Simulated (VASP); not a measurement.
# V (Im-3m) in VASP: notebook

V is run at these levels: r2SCAN; tasks: single point.

Program: VASP 6.6.1. These are calculated values, not measurements. Logs are shortened: lines on timing, memory, paths and dates and some standing lists are left out, and cuts for length are marked.

## 1. The cell of the first run

It takes space group Im-3m (No. 229, cubic). The conventional cell has a = 2.984 Å, b = 2.984 Å, c = 2.984 Å, α = 90.00°, β = 90.00°, γ = 90.00°. Within 3.4 Å of V (site symmetry m-3m) lie 14 V at 2.58 to 2.98 Å.

## 2. Single point, r2SCAN

Contents of POSCAR:

```
V
1.0
   -1.4917693513      1.4917693513      1.4917693513
    1.4917693513     -1.4917693513      1.4917693513
    1.4917693513      1.4917693513     -1.4917693513
V
1
Direct
    0.0000000000      0.0000000000      0.0000000000
```

Contents of INCAR.step1:

```
SYSTEM = V
PREC = Accurate
ENCUT = 520
ISMEAR = -1
SIGMA = 0.1
LREAL = .False.
LASPH = .True.
NELM = 80
NBANDS = 12
GGA = PE
ALGO = Normal
EDIFF = 1E-4
LWAVE = .True.
LCHARG = .False.
```

Contents of INCAR.step2:

```
SYSTEM = V
PREC = Accurate
ENCUT = 520
EDIFF = 1E-7
ISMEAR = -1
SIGMA = 0.1
LREAL = .False.
LASPH = .True.
NELM = 80
ALGO = Normal
ISIF = 2
LWAVE = .False.
LCHARG = .False.
METAGGA = R2SCAN
LMIXTAU = .True.
NBANDS = 12
ISTART = 1
```

Contents of KPOINTS:

```
Automatic mesh
0
Gamma
  24 24 24
  0 0 0
```

Potentials or basis: VASP PAW PBE potentials, release 64 (V_sv).

Launch:

```sh
cat potpaw_PBE.64/V_sv/POTCAR > POTCAR
cp INCAR.step1 INCAR
mpirun -np 1 vasp_std > vasp.out
cp INCAR.step2 INCAR
mpirun -np 1 vasp_std > vasp.out
```

OUTCAR:

```text
SYSTEM = V
   PREC = Accurate
   ENCUT = 520
   EDIFF = 1E-7
   ISMEAR = -1
   LREAL = .False.
   LASPH = .True.
   NELM = 80
   ISIF = 2
   METAGGA = R2SCAN
   ISTART = 1

 ion  position               nearest neighbor table
   1  0.000  0.000  0.000-

  LATTYP: Found a body centered cubic cell.
 ALAT       =     2.9835387026

  Lattice vectors:

 A1 = (  -1.4917693513,   1.4917693513,   1.4917693513)
 A2 = (   1.4917693513,  -1.4917693513,   1.4917693513)
 A3 = (   1.4917693513,   1.4917693513,  -1.4917693513)

Analysis of symmetry for initial positions (statically):
=====================================================================
 Subroutine PRICEL returns:
 Original cell was already a primitive cell.

 Routine SETGRP: Setting up the symmetry group for a
 body centered cubic supercell.

 Subroutine GETGRP returns: Found 48 space group operations
 (whereof 48 operations were pure point group operations)
 out of a pool of 48 trial point group operations.

The static configuration has the point symmetry O_h .

Analysis of symmetry for dynamics (positions and initial velocities):
=====================================================================
 Subroutine PRICEL returns:
 Original cell was already a primitive cell.

 Routine SETGRP: Setting up the symmetry group for a
 body centered cubic supercell.

 Subroutine GETGRP returns: Found 48 space group operations
 (whereof 48 operations were pure point group operations)
 out of a pool of 48 trial point group operations.

The dynamic configuration has the point symmetry O_h .

 Subroutine INISYM returns: Found 48 space group operations
 (whereof 48 operations are pure point group operations),
 and found     1 'primitive' translations

----------------------------------------------------------------------------------------

                                     Primitive cell

  volume of cell :      13.2790

  direct lattice vectors                    reciprocal lattice vectors
    -1.491769351  1.491769351  1.491769351     0.000000000  0.335172458  0.335172458
     1.491769351 -1.491769351  1.491769351     0.335172458  0.000000000  0.335172458
     1.491769351  1.491769351 -1.491769351     0.335172458  0.335172458  0.000000000

  length of vectors
     2.583820310  2.583820310  2.583820310     0.474005436  0.474005436  0.474005436

  position of ions in fractional coordinates (direct lattice)
     0.000000000  0.000000000  0.000000000

  ion indices of the primitive-cell ions
   primitive index   ion index
                 1           1

----------------------------------------------------------------------------------------

 KPOINTS: Automatic mesh

Automatic generation of k-mesh.
 Grid dimensions read from file:
 generate k-points for:   24   24   24

 Generating k-lattice:

  Cartesian coordinates                     Fractional coordinates (reciprocal lattice)
     0.000000000  0.013965519  0.013965519     0.041666667  0.000000000  0.000000000
     0.013965519  0.000000000  0.013965519     0.000000000  0.041666667  0.000000000
     0.013965519  0.013965519  0.000000000     0.000000000  0.000000000  0.041666667

  Length of vectors
     0.019750226  0.019750226  0.019750226

  Shift w.r.t. Gamma in fractional coordinates (k-lattice)
     0.000000000  0.000000000  0.000000000

 Subroutine IBZKPT returns following result:
 ===========================================

 Found    413 irreducible k-points:

 Following reciprocal coordinates:
            Coordinates               Weight
  0.000000  0.000000  0.000000      1.000000
  0.041667  0.000000  0.000000     12.000000
  0.083333  0.000000  0.000000     12.000000
  0.125000  0.000000  0.000000     12.000000
  0.166667  0.000000  0.000000     12.000000
  0.208333  0.000000  0.000000     12.000000
[... 16 lines left out ...]
  0.416667  0.041667  0.000000     48.000000
  0.458333  0.041667  0.000000     48.000000
 [... further k-points ...]
   k-points           NKPTS =    413   k-points in BZ     NKDIM =    413   number of bands    NBANDS=     12
   number of dos      NEDOS =    301   number of ions     NIONS =      1
   total plane-waves  NPLWV =   8000
   dimension x,y,z NGX =    20 NGY =   20 NGZ =   20
   dimension x,y,z NGXF=    40 NGYF=   40 NGZF=   40
   ions per type =               1
   NGX,Y,Z   is equivalent  to a cutoff of  12.87, 12.87, 12.87 a.u.
   NGXF,Y,Z  is equivalent  to a cutoff of  25.74, 25.74, 25.74 a.u.
 SYSTEM =  V
   PREC   = accura    normal or accurate (medium, high low for compatibility)
   ISTART =      1    job   : 0-new  1-cont  2-samecut
   ICHARG =      0    charge: 1-file 2-atom 10-const
   ISPIN  =      1    spin polarized calculation?
   LNONCOLLINEAR =      F non collinear calculations
   LSORBIT =      F    spin-orbit coupling
   LASPH  =      T    aspherical Exc in radial PAW
   ENCUT  =  520.0 eV  38.22 Ry    6.18 a.u.   4.80  4.80  4.80*2*pi/ulx,y,z
   NELM   =     80;   NELMIN=  2; NELMDL=  0     # of ELM steps
   EDIFF  = 0.1E-06   stopping-criterion for ELM
   LREAL  =      F    real-space projection
   EDIFFG = 0.1E-05   stopping-criterion for IOM
   NSW    =      0    number of steps for IOM
   IBRION =     -1    ionic relax: 0-MD 1-quasi-New 2-CG
   NFREE  =      0    steps in history (QN), initial steepest desc. (CG)
   ISIF   =      2    stress and relaxation
   ISYM   =      2    0-nonsym 1-usesym 2-fastsym
   POTIM  = 0.5000    time-step for ionic-motion
   TEBEG  =    0.0;   TEEND  =   0.0 temperature during run
   PSTRESS=    0.0 pullay stress
   NELECT =      13.0000    total number of electrons
   NUPDOWN=      -1.0000    fix difference up-down
   EMIN   =  10.00;   EMAX   =-10.00  energy-range for DOS
   EFERMI =   0.00;   METHOD = LEGACY
   ISMEAR =    -1;   SIGMA  =   0.10  broadening in eV -4-tet -1-fermi 0-gaus
   EFERMI_NEDOS =   21; number of points for ismear=-14 and -15
   IALGO  =     38    algorithm
   IMIX   =      4    mixing-type and parameters
     AMIX     =   0.40;   BMIX     =  1.00
     AMIX_MAG =   1.60;   BMIX_MAG =  1.00
  volume/ion in A,a.u.               =      13.28        89.61
  Fermi-wavevector in a.u.,A,eV,Ry     =   1.625552  3.071848 35.952309  2.642420
  Thomas-Fermi vector in A             =   2.718657
   LORBIT       =      0    0 simple, 1 ext, 2 COOP (PROOUT), +10 PAW based schemes
   METAGGA = R2SCAN    functional components
   LHFCALC =     F    Hartree Fock is set to
   AEXX    =    0.0000 exact exchange contribution
   IVDW    =     0    specifies the selected vdW correction
   LEPSILON=     F    determine dielectric tensor
   LRPA    =     F    only Hartree local field effects (RPA)
 non-spin polarized calculation
  energy-cutoff  :      520.00
  volume of cell :       13.28
 maximum number of plane-waves:       372
   NGX =  9   NGY =  9   NGZ =  9

 number of electron      12.9999992 magnetization

 Free energy of the ion-electron system (eV)
  ---------------------------------------------------
  ext. energy  EPLUGINS =         0.00000000
  ---------------------------------------------------
  free energy    TOTEN  =       -14.15586931 eV

  energy without entropy =      -14.10259165  energy(sigma->0) =      -14.12923048

 E-fermi :   9.8613     XC(G=0): -14.1525

 val. band max:        9.8587948065   @ k =   0.1250   0.0833   0.0000
 cond. band min:       9.8633661343   @ k =  -0.1667   0.2500   0.0833
 fundamental gap:      0.0045713278
 Fermi energy:         9.8612832512

 k-point     1 :       0.0000    0.0000    0.0000
  band No.  band energies     occupation
      1     -56.4525      2.00000
      2     -28.5794      2.00000
      3     -28.5793      2.00000
      4     -28.5793      2.00000
      5       2.7505      2.00000
      6      10.3326      0.01780
      7      10.3326      0.01779
      8      10.3326      0.01779
      9      12.5533      0.00000
     10      12.5533      0.00000
     11      31.1961      0.00000
     12      31.1961      0.00000

 k-point     2 :       0.0417    0.0000    0.0000
  band No.  band energies     occupation
      1     -56.4488      2.00000
      2     -28.5969      2.00000
      3     -28.5846      2.00000
      4     -28.5795      2.00000
      5       2.8254      2.00000
      6      10.2998      0.02461
      7      10.3256      0.01908
      8      10.3853      0.01054
      9      12.5139      0.00000
     10      12.5550      0.00000
     11      31.0664      0.00000
     12      31.1891      0.00000

 k-point     3 :       0.0833    0.0000    0.0000
  band No.  band energies     occupation
      1     -56.4380      2.00000
      2     -28.6481      2.00000
      3     -28.6000      2.00000
      4     -28.5799      2.00000
      5       3.0468      2.00000
      6      10.2048      0.06243
      7      10.2985      0.02494
      8      10.5417      0.00222
      9      12.4109      0.00000
     10      12.5611      0.00000
     11      30.6784      0.00000
     12      31.1366      0.00000
[... 286 lines left out ...]
 k-point    23 :       0.4167    0.0417    0.0000
  band No.  band energies     occupation
      1     -56.2408      2.00000
      2     -29.5198      2.00000
      3     -28.8745      2.00000
      4     -28.5942      2.00000
      5       6.4855      2.00000
      6       8.7317      1.99998
      7      10.8912      0.00007
      8      12.5057      0.00000
      9      12.9785      0.00000
     10      14.1232      0.00000
     11      21.2247      0.00000
     12      26.6036      0.00000

 k-point    24 :       0.4583    0.0417    0.0000
  band No.  band energies     occupation
      1     -56.2333      2.00000
      2     -29.5508      2.00000
      3     -28.8849      2.00000
      4     -28.5945      2.00000
      5       6.4994      2.00000
      6       8.6832      1.99998
      7      11.1942      0.00000
      8      12.5168      0.00000
      9      13.0236      0.00000
     10      14.3064      0.00000
     11      20.6935      0.00000
     12      26.4228      0.00000

 [... further k-points ...]

------------------------ aborting loop because EDIFF is reached ----------------------------------------

  FORCE on cell =-STRESS in cart. coord.  units (eV):
  Direction    XX          YY          ZZ          XY          YZ          ZX
  --------------------------------------------------------------------------------------
  -------------------------------------------------------------------------------------
  Total        0.0639933      0.0639933      0.0639933     -0.0000000     -0.0000000     -0.0000000
  in kB        7.7211174      7.7211174      7.7211174     -0.0000000     -0.0000000     -0.0000000
  external PRESSURE =       7.7211174 kB  Pullay stress =       0.0000000 kB

 VOLUME and BASIS-vectors are now :
 -----------------------------------------------------------------------------
  energy-cutoff  :      520.00
  volume of cell :       13.28
      direct lattice vectors                 reciprocal lattice vectors
    -1.491769351  1.491769351  1.491769351     0.000000000  0.335172458  0.335172458
     1.491769351 -1.491769351  1.491769351     0.335172458  0.000000000  0.335172458
     1.491769351  1.491769351 -1.491769351     0.335172458  0.335172458  0.000000000

 POSITION                                       TOTAL-FORCE (eV/Angst)
 -----------------------------------------------------------------------------------
      0.00000      0.00000      0.00000        -0.000000      0.000000      0.000000
 -----------------------------------------------------------------------------------
    total drift:                                0.000000     -0.000000      0.000000

  FREE ENERGIE OF THE ION-ELECTRON SYSTEM (eV)
  ---------------------------------------------------
  free  energy   TOTEN  =       -14.1558693127 eV

  energy  without entropy=      -14.1025916457  energy(sigma->0) =      -14.12923048
```

It took 2 min on 1 thread of Intel Xeon Platinum 8559C (Emerald Rapids), shared host; peak memory 0.17 GiB.

What came out:

```
Free energy : -14.1559 eV
Pressure    : 0.8 GPa
```

Levels at points of the mesh, in eV from the Fermi level:
```csv
k point,band 3,band 4,band 5,band 6,band 7,band 8,band 9,band 10,band 11,band 12
"(0.00, 0.00, 0.00)",-38.44,-38.44,-7.11,0.47,0.47,0.47,2.69,2.69,21.33,21.33
"(0.50, 0.00, 0.00)",-38.74,-38.45,-3.41,-1.19,1.55,2.67,3.08,4.35,10.77,16.58
"(0.50, 0.50, 0.50)",-39.10,-39.10,-3.19,-3.19,3.94,3.94,3.94,10.76,10.76,10.76
```

Caveat: the PAW data sets were made with another functional, which shifts forces and pressure a little.

## 3. Single point, r2SCAN

Contents of POSCAR:

```
V
1.0
   -1.4917693458      1.4917693458      1.4917693458
    1.4917693458     -1.4917693458      1.4917693458
    1.4917693458      1.4917693458     -1.4917693458
V
1
Direct
    0.0000000000      0.0000000000      0.0000000000
```

Contents of INCAR.step1:

```
SYSTEM = V
  PREC = Accurate
  ENCUT = 550
  ISMEAR = -1
  SIGMA = 0.1
  LREAL = .FALSE.
  LASPH = .TRUE.
  NELM = 120
  NBANDS = 12
  GGA = PE
  ALGO = Normal
  EDIFF = 1E-5
  LWAVE = .TRUE.
  LCHARG = .FALSE.
  GGA_COMPAT = .FALSE.
```

Contents of INCAR.step2:

```
SYSTEM = V
  PREC = Accurate
  ENCUT = 550
  EDIFF = 1E-6
  ISMEAR = -1
  SIGMA = 0.1
  LREAL = .FALSE.
  LASPH = .TRUE.
  NELM = 120
  ALGO = Normal
  ISIF = 2
  LWAVE = .FALSE.
  LCHARG = .TRUE.
  METAGGA = R2SCAN
  LMIXTAU = .TRUE.
  LELF = .TRUE.
  LVHAR = .TRUE.
  NBANDS = 12
  ISTART = 1
  GGA_COMPAT = .FALSE.
```

Contents of KPOINTS:

```
Automatic mesh
0
G
  8 8 8
  0 0 0
```

Potentials or basis: VASP PAW PBE potentials, release 64 (V_sv).

Launch:

```sh
cat potpaw_PBE.64/V_sv/POTCAR > POTCAR
cp INCAR.step1 INCAR
mpirun -np 1 vasp_std > vasp.out
cp INCAR.step2 INCAR
mpirun -np 1 vasp_std > vasp.out
```

Wall time 43 s (1 thread of Intel Xeon 8259CL, shared host); peak memory 0.13 GiB.

It converged, with:

| Property | Result |
| --- | --- |
| Free energy | -14.1642 eV |
| Pressure | -0.3 GPa |

Levels at points of the mesh, in eV from the Fermi level:
```csv
k point,band 3,band 4,band 5,band 6,band 7,band 8,band 9,band 10
"(0.00, 0.00, 0.00)",-38.43,-38.43,-7.13,0.47,0.47,0.47,2.70,2.70
"(0.50, 0.00, 0.00)",-38.73,-38.44,-3.42,-1.20,1.52,2.67,3.09,4.36
"(0.50, 0.50, 0.50)",-39.09,-39.09,-3.20,-3.20,3.95,3.95,3.95,10.74
```

Caveat: the k points lie up to 0.37 Å⁻¹ apart; the PAW data sets were made with another functional, which shifts forces and pressure a little.
